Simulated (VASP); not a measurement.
## HfO2: vibrations by perturbation theory with LDA

The system is HfO2.

```
Hf O
1.0
     0.00000    2.40886    2.40886
     2.40886    0.00000    2.40886
     2.40886    2.40886    0.00000
Hf O
1 2
Cartesian
  0.0000 0.0000 0.0000
  1.2044 1.2044 1.2044
  3.6133 3.6133 3.6133
```

* Program: VASP 6.6.1
* Task: vibrations by perturbation theory
* Functional: LDA
* Potentials or basis: VASP PAW LDA potentials, release 64 (Hf_pv, O)
* Cutoff: 520 eV
* k mesh: 8 × 8 × 8
* Occupations: gaussian, width 0.01 eV
* Spin: no spin polarisation
* Dipole correction: no
* Further INCAR settings: ALGO = Normal; EDIFF = 1e-08; IBRION = 8; NSW = 1

* Electronic dielectric tensor (diagonal): 5.33
* Born charges (mean of the diagonal): Hf +5.61; O -2.80 e
* Highest phonon frequency at Γ, LO-TO splitting left out: 703 cm⁻¹

Phonon frequencies in cm⁻¹ (negative: imaginary):
```csv
q point,frequencies
"(0.000, 0.000, 0.000)",0 0 0 363 363 363 703 703 703
```

Electronic dielectric tensor:
```
5.33 0.00 0.00
0.00 5.33 0.00
0.00 0.00 5.33
```

Born effective charge tensors (e):
atom 1, Hf
```
5.61 0.00 0.00
0.00 5.61 0.00
0.00 0.00 5.61
```
atom 2, O
```
-2.80  0.00  0.00
 0.00 -2.80  0.00
 0.00  0.00 -2.80
```
atom 3, O
```
-2.80  0.00  0.00
 0.00 -2.80  0.00
 0.00  0.00 -2.80
```

Run time: 6.4 min on 1 thread of Intel Xeon 8259CL, with other jobs on the host, peak memory 0.27 GiB.

Caveat: the cell stands under pressure or tension, which shifts response properties.
